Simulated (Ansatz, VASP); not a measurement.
# One calculation of SiC, two programs

```
Si C
1.0
     2.94970    0.00000    0.00000
    -1.47485    2.55452    0.00000
     0.00000    0.00000    9.85910
Si C
4 4
Direct
  0.66667 0.33333 0.93784
  0.33333 0.66667 0.43784
  0.00000 0.00000 0.68790
  0.00000 0.00000 0.18790
  0.66667 0.33333 0.74981
  0.33333 0.66667 0.24981
  0.00000 0.00000 0.50045
  0.00000 0.00000 0.00045
```

Alike in both runs: task single point; functional PBE; k mesh 12 × 12 × 4; occupations gaussian, width 0.05 eV; no spin polarisation.

|  | VASP | Ansatz |
| --- | --- | --- |
| version | VASP 6.6.1 | Ansatz 0.2.0 |
| potentials or method | VASP PAW PBE potentials, release 64 (Si, C), cutoff 520 eV | scalar-relativistic, plane waves, PAW |
| valence electrons in the cell | 32 | 32 |

VASP gave:

```
gap on the k mesh at the Fermi level (eV) : 2.12
least direct gap on the mesh (eV)         : 3.34
rms of the force components (eV/Å)        : 0.199
```

Q: Which values does Ansatz return?

A: gap on the k mesh at the Fermi level (eV): 2.13; least direct gap on the mesh (eV): 3.34; rms of the force components (eV/Å): 0.200.

Atom by atom the forces differ by 0.001 eV/Å (rms over components).
